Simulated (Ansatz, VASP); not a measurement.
**Te2Mo in VASP and in Ansatz**

```
Te Mo
1.0
     3.55666    0.00000    0.00000
    -1.77833    3.08016    0.00000
     0.00000    0.00000   14.41172
Te Mo
4 2
Cartesian
  0.0000 2.0534 9.0033
  1.7783 1.0267 1.7975
  1.7783 1.0267 5.4084
  0.0000 2.0534 12.6143
  0.0000 2.0534 3.6029
  1.7783 1.0267 10.8088
```

Change from the starting cell: strain along c alone, the other axes held, atoms relaxed: -6.0 %.

Alike in both runs: functional PBE; k mesh 12 × 12 × 2; occupations gaussian, width 0.02 eV; no spin polarisation.

Ansatz relaxed the structure, and its values are those at the end. VASP's run is a single point on that final structure, the one shown.

```csv
,VASP,Ansatz
version,VASP 6.6.1,Ansatz 0.2.0
potentials or method,"VASP PAW PBE potentials, release 64 (Te, Mo_sv), cutoff 520 eV","scalar-relativistic, plane waves, PAW"
valence electrons in the cell,52,92
```

Ansatz gave:

```
gap on the k mesh at the Fermi level (eV) : 0.88
least direct gap on the mesh (eV)         : 1.00
pressure (GPa)                            : 0.4
rms of the force components (eV/Å)        : 0.000
```

Question: Which values does VASP return?

Answer: gap on the k mesh at the Fermi level (eV): 0.88; least direct gap on the mesh (eV): 1.00; pressure (GPa): 0.4; rms of the force components (eV/Å): 0.006.

With one functional, cell and mesh, what is left measures potentials, basis and numerics. VASP's potentials hold 52 valence electrons a cell and Ansatz's 92, so a difference there can come from the potentials and not from the codes. Ansatz's warnings: stress scf threshold loose.

Spin-orbit coupling is off throughout.
